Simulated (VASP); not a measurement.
# MgO (base) (Fm-3m) in VASP: notebook

MgO (base) is run at these levels: PBE; tasks: single point, relaxation of cell and atoms.

Program: VASP 6.6.1. These are calculated values, not measurements. Logs are shortened: lines on timing, memory, paths and dates and some standing lists are left out, and cuts for length are marked.

## Step 1: The cell of the first run

The structure is cubic, space group Fm-3m (No. 225). The conventional cell has a = 4.085 Å, b = 4.085 Å, c = 4.085 Å, α = 90.00°, β = 90.00°, γ = 90.00°. Within 2.7 Å of Mg (site symmetry m-3m) lie 6 O at 2.04 Å. Within 2.7 Å of O (site symmetry m-3m) lie 6 Mg at 2.04 Å.

## Step 2: Single point, PBE

The input, INCAR:

```
SYSTEM = MgO
ALGO = Normal ; EDIFF = 1E-6
ENCUT = 600 ; GGA = PE
GGA_COMPAT = .FALSE. ; ISIF = 2
ISMEAR = 0 ; LASPH = .TRUE.
LCHARG = .FALSE. ; LREAL = .FALSE.
LWAVE = .FALSE. ; NBANDS = 11
NELM = 120 ; PREC = Accurate
SIGMA = 0.02
```

The input, KPOINTS:

```
k-points
0
G
  10 10 10
  0 0 0
```

The input, POSCAR:

```
MgO
1.0
    0.0000000000      2.0426494038      2.0426494038
    2.0426494038      0.0000000000      2.0426494038
    2.0426494038      2.0426494038      0.0000000000
Mg O
1 1
Direct
    0.0000000000      0.0000000000      0.0000000000
    0.5000000000      0.5000000000      0.5000000000
```

Potentials or basis: VASP PAW PBE potentials, release 64 (Mg, O).

The run is started by

```console
$ cat potpaw_PBE.64/Mg/POTCAR potpaw_PBE.64/O/POTCAR > POTCAR
$ mpirun -np 1 vasp_std > vasp.out
```

OUTCAR:

```text
SYSTEM = MgO
   EDIFF = 1E-6
   ENCUT = 600
   GGA = PE
   ISIF = 2
   ISMEAR = 0
   LASPH = .TRUE.
   LREAL = .FALSE.
   NELM = 120
   PREC = Accurate

 ion  position               nearest neighbor table
   1  0.000  0.000  0.000-   2 2.04   2 2.04   2 2.04   2 2.04   2 2.04   2 2.04
   2  0.500  0.500  0.500-   1 2.04   1 2.04   1 2.04   1 2.04   1 2.04   1 2.04

  LATTYP: Found a face centered cubic cell.
 ALAT       =     4.0852988076

  Lattice vectors:

 A1 = (   0.0000000000,   2.0426494038,   2.0426494038)
 A2 = (   2.0426494038,   0.0000000000,   2.0426494038)
 A3 = (   2.0426494038,   2.0426494038,   0.0000000000)

Analysis of symmetry for initial positions (statically):
=====================================================================
 Subroutine PRICEL returns:
 Original cell was already a primitive cell.

 Routine SETGRP: Setting up the symmetry group for a
 face centered cubic supercell.

 Subroutine GETGRP returns: Found 48 space group operations
 (whereof 48 operations were pure point group operations)
 out of a pool of 48 trial point group operations.

The static configuration has the point symmetry O_h .

Analysis of symmetry for dynamics (positions and initial velocities):
=====================================================================
 Subroutine PRICEL returns:
 Original cell was already a primitive cell.

 Routine SETGRP: Setting up the symmetry group for a
 face centered cubic supercell.

 Subroutine GETGRP returns: Found 48 space group operations
 (whereof 48 operations were pure point group operations)
 out of a pool of 48 trial point group operations.

The dynamic configuration has the point symmetry O_h .

 Subroutine INISYM returns: Found 48 space group operations
 (whereof 48 operations are pure point group operations),
 and found     1 'primitive' translations

----------------------------------------------------------------------------------------

                                     Primitive cell

  volume of cell :      17.0456

  direct lattice vectors                    reciprocal lattice vectors
     0.000000000  2.042649404  2.042649404    -0.244780137  0.244780137  0.244780137
     2.042649404  0.000000000  2.042649404     0.244780137 -0.244780137  0.244780137
     2.042649404  2.042649404  0.000000000     0.244780137  0.244780137 -0.244780137

  length of vectors
     2.888742490  2.888742490  2.888742490     0.423971633  0.423971633  0.423971633

  position of ions in fractional coordinates (direct lattice)
     0.000000000  0.000000000  0.000000000
[... 81 lines left out ...]
   NSW    =      0    number of steps for IOM
   IBRION =     -1    ionic relax: 0-MD 1-quasi-New 2-CG
   NFREE  =      0    steps in history (QN), initial steepest desc. (CG)
   ISIF   =      2    stress and relaxation
   ISYM   =      2    0-nonsym 1-usesym 2-fastsym
   POTIM  = 0.5000    time-step for ionic-motion
   TEBEG  =    0.0;   TEEND  =   0.0 temperature during run
   PSTRESS=    0.0 pullay stress
   NELECT =       8.0000    total number of electrons
   NUPDOWN=      -1.0000    fix difference up-down
   EMIN   =  10.00;   EMAX   =-10.00  energy-range for DOS
   EFERMI =   0.00;   METHOD = LEGACY
   ISMEAR =     0;   SIGMA  =   0.02  broadening in eV -4-tet -1-fermi 0-gaus
   EFERMI_NEDOS =   21; number of points for ismear=-14 and -15
   IALGO  =     38    algorithm
   IMIX   =      4    mixing-type and parameters
     AMIX     =   0.40;   BMIX     =  1.00
     AMIX_MAG =   1.60;   BMIX_MAG =  1.00
  volume/ion in A,a.u.               =       8.52        57.51
  Fermi-wavevector in a.u.,A,eV,Ry     =   1.272236  2.404177 22.022176  1.618584
  Thomas-Fermi vector in A             =   2.405125
   LORBIT       =      0    0 simple, 1 ext, 2 COOP (PROOUT), +10 PAW based schemes
   GGA     = PE    functional components
   LHFCALC =     F    Hartree Fock is set to
   AEXX    =    0.0000 exact exchange contribution
   IVDW    =     0    specifies the selected vdW correction
   LEPSILON=     F    determine dielectric tensor
   LRPA    =     F    only Hartree local field effects (RPA)
 non-spin polarized calculation
 Gauss-broadening in eV      SIGMA  =   0.02
  energy-cutoff  :      600.00
  volume of cell :       17.05
 maximum number of plane-waves:       588
   NGX = 11   NGY = 11   NGZ = 11

 number of electron       7.9999997 magnetization

 Free energy of the ion-electron system (eV)
  ---------------------------------------------------
  ext. energy  EPLUGINS =         0.00000000
  ---------------------------------------------------
  free energy    TOTEN  =       -11.77894078 eV

  energy without entropy =      -11.77894078  energy(sigma->0) =      -11.77894078

 E-fermi :   4.0392     XC(G=0): -11.5211

 val. band max:        3.9091512859   @ k =   0.0000   0.0000   0.0000
 cond. band min:       9.5818285309   @ k =   0.0000   0.0000   0.0000
 fundamental gap:      5.6726772450
 Fermi energy:         4.0391770546

 k-point     1 :       0.0000    0.0000    0.0000
  band No.  band energies     occupation
      1     -13.8509      2.00000
      2       3.9092      2.00000
      3       3.9092      2.00000
      4       3.9092      2.00000
      5       9.5818      0.00000
      6      20.2270      0.00000
      7      20.2270      0.00000
      8      20.2270      0.00000
      9      24.3918      0.00000
     10      26.2779      0.00000
     11      26.2779      0.00000
[... 309 lines left out ...]
 k-point    24 :       0.4000    0.3000    0.0000
  band No.  band energies     occupation
      1     -12.3932      2.00000
      2       0.0241      2.00000
      3       2.4680      2.00000
      4       2.7109      2.00000
      5      14.1053      0.00000
      6      14.6982      0.00000
      7      18.5235      0.00000
      8      23.3267      0.00000
      9      23.5521      0.00000
     10      29.9473      0.00000
     11      32.7938      0.00000

 [... further k-points ...]
[... 5 lines left out ...]
  --------------------------------------------------------------------------------------
  -------------------------------------------------------------------------------------
  Total        2.3626855      2.3626855      2.3626855      0.0000000      0.0000000     -0.0000000
  in kB      222.0777337    222.0777337    222.0777337      0.0000000      0.0000000     -0.0000000
  external PRESSURE =     222.0777337 kB  Pullay stress =       0.0000000 kB

 VOLUME and BASIS-vectors are now :
 -----------------------------------------------------------------------------
  energy-cutoff  :      600.00
  volume of cell :       17.05
      direct lattice vectors                 reciprocal lattice vectors
     0.000000000  2.042649404  2.042649404    -0.244780137  0.244780137  0.244780137
     2.042649404  0.000000000  2.042649404     0.244780137 -0.244780137  0.244780137
     2.042649404  2.042649404  0.000000000     0.244780137  0.244780137 -0.244780137

 POSITION                                       TOTAL-FORCE (eV/Angst)
 -----------------------------------------------------------------------------------
      0.00000      0.00000      0.00000         0.000000     -0.000000      0.000000
      2.04265      2.04265      2.04265         0.000000      0.000000      0.000000
 -----------------------------------------------------------------------------------
    total drift:                               -0.000000     -0.000000      0.000000

  FREE ENERGIE OF THE ION-ELECTRON SYSTEM (eV)
  ---------------------------------------------------
  free  energy   TOTEN  =       -11.7789407763 eV

  energy  without entropy=      -11.7789407763  energy(sigma->0) =      -11.77894078
```

OSZICAR:

```text
N       E                     dE             d eps       ncg     rms          rms(c)
DAV:   1     0.192327312665E+02    0.19233E+02   -0.50107E+03  1138   0.731E+02
DAV:   2    -0.126383667464E+02   -0.31871E+02   -0.31188E+02  1211   0.154E+02
DAV:   3    -0.133680889058E+02   -0.72972E+00   -0.72930E+00  1223   0.197E+01
DAV:   4    -0.133699131115E+02   -0.18242E-02   -0.18242E-02  1142   0.112E+00
DAV:   5    -0.133699185102E+02   -0.53987E-05   -0.53986E-05  1214   0.596E-02    0.734E+00
DAV:   6    -0.117939624301E+02    0.15760E+01   -0.82129E+00  1067   0.164E+01    0.210E+00
DAV:   7    -0.117839514997E+02    0.10011E-01   -0.49260E-02  1142   0.202E+00    0.133E+00
DAV:   8    -0.117791601733E+02    0.47913E-02   -0.21753E-02  1085   0.170E+00    0.194E-01
DAV:   9    -0.117789175516E+02    0.24262E-03   -0.40538E-04  1187   0.140E-01    0.111E-01
DAV:  10    -0.117789399465E+02   -0.22395E-04   -0.39121E-04  1139   0.149E-01    0.111E-02
DAV:  11    -0.117789407763E+02   -0.82978E-06   -0.31167E-06  1193   0.149E-02
   1 F= -.11778941E+02 E0= -.11778941E+02  d E =-.149056E-22
```

Wall time 15 s (1 thread of Intel Xeon 8259CL, shared host); peak memory 0.14 GiB.

Results:

```yaml
Free_energy: -11.7789 eV
Pressure: 22.2 GPa
Band_gap_on_the_k_mesh: 5.67 eV, direct
```

Levels at points of the mesh, in eV from the valence-band top:
| k point | band 1 | band 2 | band 3 | band 4 | band 5 | band 6 | band 7 | band 8 | band 9 |
| --- | --- | --- | --- | --- | --- | --- | --- | --- | --- |
| (0.00, 0.00, 0.00) | -17.76 | 0.00 | 0.00 | 0.00 | 5.67 | 16.32 | 16.32 | 16.32 | 20.48 |
| (0.50, 0.00, 0.00) | -16.23 | -5.04 | -0.76 | -0.76 | 8.50 | 13.67 | 17.28 | 17.28 | 22.33 |
| (0.50, 0.50, 0.00) | -15.94 | -4.47 | -1.48 | -1.48 | 9.21 | 11.01 | 14.11 | 20.42 | 20.42 |

PBE gaps usually lie below the measured ones, often by a third to a half.

## Step 3: Relaxation of cell and atoms, PBE, target pressure 23.2 GPa, at which the enthalpy is minimised

The input, INCAR:

```
PREC     = Accurate       # precision mode
ENCUT    = 600            # plane-wave cutoff, eV
EDIFF    = 1E-7           # SCF threshold, eV
ISMEAR   = 0              # smearing method
SIGMA    = 0.02           # smearing width, eV
LREAL    = F              # projectors in reciprocal space
LASPH    = T              # aspherical terms in the spheres
NELM     = 120            # most SCF steps
ALGO     = Normal         # electronic algorithm
ISIF     = 3              # what is computed and relaxed
LWAVE    = F              # write WAVECAR
LCHARG   = F              # write CHGCAR
GGA      = PE             # functional
IBRION   = 2              # ionic algorithm
NSW      = 100            # ionic steps
EDIFFG   = -0.002         # ionic threshold
PSTRESS  = 232.0        
GGA_COMPAT= F            
NELMIN   = 4
```

The input, KPOINTS:

```
Automatic mesh
0
Gamma
  10 10 10
```

POSCAR is that of step 2.

Potentials or basis: VASP PAW PBE potentials, release 64 (Mg, O).

The run is started by

```console
$ cat potpaw_PBE.64/Mg/POTCAR potpaw_PBE.64/O/POTCAR > POTCAR
$ mpirun -np 1 vasp_std > vasp.out
```

It took 24 s on 1 thread of Intel Xeon 8259CL, shared host; peak memory 0.15 GiB.

Results (log left out):

```yaml
Free_energy: -11.7694 eV
Relaxed_volume: 8.49 Å³/atom
Relaxed_cell: a = 2.885 Å, b = 2.885 Å, c = 2.885 Å, α = 60.00°, β = 60.00°, γ = 60.00°
Space_group_after_relaxing_to_0.05_Å: Fm-3m (No. 225)
Energy_change_on_relaxing_the_enthalpy_is_what_falls: +4.8 meV/atom
Ionic_steps: 3
Pressure_after_relaxing: 23.2 GPa
Band_gap_on_the_k_mesh: 5.72 eV, direct
```

The path:
```csv
step,energy change (eV),largest force (eV/Å),pressure (GPa),volume (Å³)
1,0.0000,0.0000,22.24,17.05
2,0.0182,0.0000,24.05,16.92
3,0.0095,0.0000,23.20,16.98
```

Final structure:
```
Mg O
1.0
     0.00000    2.03997    2.03997
     2.03997    0.00000    2.03997
     2.03997    2.03997    0.00000
Mg O
1 1
Cartesian
  0.0000 0.0000 0.0000
  2.0400 2.0400 2.0400
```

Levels at points of the mesh, in eV from the valence-band top:
```tsv
k point	band 1	band 2	band 3	band 4	band 5	band 6	band 7	band 8
(0.00, 0.00, 0.00)	-17.78	0.00	0.00	0.00	5.72	16.34	16.34	16.34
(0.50, 0.00, 0.00)	-16.24	-5.05	-0.77	-0.77	8.52	13.72	17.32	17.32
(0.50, 0.50, 0.00)	-15.95	-4.49	-1.49	-1.49	9.22	11.06	14.15	20.49
```

Caveat: the cell is relaxed towards a set pressure, so the enthalpy falls and the energy may rise.

## Step 4: Relaxation of cell and atoms, PBE, target pressure 23.2 GPa, at which the enthalpy is minimised

This run uses another cell than the first one, of 9.37 Å³/atom, 1.100 times its volume.

The input, INCAR:

```
SYSTEM = MgO
ALGO = Normal
EDIFF = 1E-7
EDIFFG = -0.002
ENCUT = 600
GGA = PE
GGA_COMPAT = .FALSE.
IBRION = 2
ISIF = 3
ISMEAR = 0
LASPH = .TRUE.
LCHARG = .FALSE.
LREAL = .FALSE.
LWAVE = .FALSE.
NELM = 120
NELMIN = 4
NSW = 100
PREC = Accurate
PSTRESS = 232.0
SIGMA = 0.02
```

The input, KPOINTS:

```
k-points
0
G
  10 10 10
  0 0 0
```

The input, POSCAR:

```
MgO
1.0
    0.0000000000      2.1085000000      2.1085000000
    2.1085000000      0.0000000000      2.1085000000
    2.1085000000      2.1085000000      0.0000000000
Mg O
1 1
Direct
    0.0000000000      0.0000000000      0.0000000000
    0.5000000000      0.5000000000      0.5000000000
```

The run is started by

```console
$ cat potpaw_PBE.64/Mg/POTCAR potpaw_PBE.64/O/POTCAR > POTCAR
$ mpirun -np 1 vasp_std > vasp.out
```

It took 54 s on 1 thread of Intel Xeon 8259CL, shared host; peak memory 0.15 GiB.

Results (log left out):

```
Free energy                                            : -11.7739 eV
Relaxed volume                                         : 8.49 Å³/atom
Relaxed cell                                           : a = 2.885 Å, b = 2.885 Å, c = 2.885 Å, α = 60.00°, β = 60.00°, γ = 60.00°
Space group after relaxing (to 0.05 Å)                 : Fm-3m (No. 225)
Energy change on relaxing (the enthalpy is what falls) : +68.4 meV/atom
Ionic steps                                            : 6
Pressure after relaxing                                : 23.2 GPa
Band gap on the k mesh                                 : 5.72 eV, direct
```

Step by step:
```csv
step,energy change (eV),largest force (eV/Å),pressure (GPa),volume (Å³)
1,0.0000,0.0000,3.12,18.75
2,0.3928,0.0000,44.49,15.74
3,0.1345,0.0000,22.99,16.99
4,0.1394,0.0000,23.48,16.95
5,0.1347,0.0000,23.00,16.99
6,0.1367,0.0000,23.20,16.97
```

Final structure:
```xyz
2
Lattice="0.0000 2.0397 2.0397 2.0397 0.0000 2.0397 2.0397 2.0397 0.0000" Properties=species:S:1:pos:R:3 pbc="T T T"
Mg    0.0000    2.0397    2.0397
O     2.0397    2.0397    2.0397
```

Levels at points of the mesh, in eV from the valence-band top:
```
           k point  band 2  band 3  band 4  band 5  band 6  band 7
(0.00, 0.00, 0.00)    0.00    0.00    0.00    5.72   16.34   16.34
(0.50, 0.00, 0.00)   -5.06   -0.77   -0.77    8.53   13.72   17.33
(0.50, 0.50, 0.00)   -4.49   -1.49   -1.49    9.22   11.06   14.16
```

Caveat: the cell is relaxed towards a set pressure, so the enthalpy falls and the energy may rise.

## Step 5: The runs side by side

| task | cell | gap on the mesh (eV) | pressure (GPa) |
| --- | --- | --- | --- |
| single point | a = 2.889 Å, angles 60.0°, 2 atoms | 5.67 | 22.2 |
| relaxation of cell and atoms | relaxed to 23.2 GPa from a = 2.889 Å, angles 60.0°, 2 atoms | 5.72 | 23.2 |
| relaxation of cell and atoms | relaxed to 23.2 GPa from a = 2.982 Å, angles 60.0°, 2 atoms | 5.72 | 23.2 |

Alike in all rows: level PBE; potentials or basis VASP PAW PBE potentials, release 64 (Mg, O); no spin polarisation; k mesh 10 × 10 × 10; cutoff (eV) 600; smearing gaussian 0.02 eV.

Caveats: the cell is relaxed towards a set pressure, so the enthalpy falls and the energy may rise (some runs).

Total energies depend on the potentials used, so only differences within one code and one set of settings carry meaning.
